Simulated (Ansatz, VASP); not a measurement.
**TaN: VASP beside Ansatz**

Contents of INCAR:

```
ALGO = Normal ; EDIFF = 1E-6
ENCUT = 520 ; GGA = CA
ISIF = 2 ; ISMEAR = 0
LASPH = True ; LCHARG = True
LELF = True ; LREAL = False
LVHAR = True ; LWAVE = False
NBANDS = 15 ; NELM = 80
PREC = Accurate ; SIGMA = 0.15
```

KPOINTS

```
k-points
0
Gamma
  18 18 18
```

Contents of POSCAR:

```
TaN
1.0
    0.0000000000      2.1162163817      2.1742693740
    2.1162163817      0.0000000000      2.1742693740
    2.1162163817      2.1162163817      0.0000000000
Ta N
1 1
Direct
    0.4978193580      0.5021806420      0.5021806420
    0.0281703825     -0.0281703825     -0.0281703825
```

Input for Ansatz:

```yaml
crystal:
  lattice:
    - [0.0, 2.1162163817, 2.174269374]
    - [2.1162163817, 0.0, 2.174269374]
    - [2.1162163817, 2.1162163817, 0.0]
  atoms:
    - { symbol: Ta, position: [0.497819358, 0.502180642, 0.502180642] }
    - { symbol: "N", position: [0.0281703825, -0.0281703825, -0.0281703825] }
basis:
  ecutwfc: 520.0
kpoints:
  mp_grid: { grid: [18, 18, 18] }
hamiltonian:
  xc: lda
scf:
  occupations: { method: gaussian, width: 0.15 }
output:
  forces: true
  stress: true
  eigenvalues: true
```

Change from the starting cell: mode 4 frozen in at -0.122 Å, equal normal strain along x and y -0.0267.

Alike in both runs: task single point; functional LDA; k mesh 18 × 18 × 18; occupations gaussian, width 0.15 eV; no spin polarisation.

|  | VASP | Ansatz |
| --- | --- | --- |
| version | VASP 6.6.1 | Ansatz 0.2.0 |
| potentials or method | VASP PAW LDA potentials, release 64 (Ta_pv, N), cutoff 520 eV | scalar-relativistic, plane waves, PAW |
| valence electrons in the cell | 16 | 18 |

|  | VASP | Ansatz | Ansatz less VASP |
| --- | --- | --- | --- |
| gap on the k mesh at the Fermi level (eV) | none | none | - |
| pressure (GPa) | 30.2 | 27.5 | -2.65 |
| traceless stress, the component that is largest in VASP (GPa) | -19.63 | -19.28 | +0.356 |
| rms of the force components (eV/Å) | 1.122 | 1.098 | -0.0237 |

LDA's correlation is that of Perdew and Zunger in VASP and of Perdew and Wang (1992) in Ansatz. Atom by atom the forces differ by 0.024 eV/Å (rms over components). A gap of «none» marks a metal or a gap that the smearing closes. VASP's potentials hold 16 valence electrons a cell and Ansatz's 18, so a difference there can come from the potentials and not from the codes.

Neither program's run includes spin-orbit coupling.
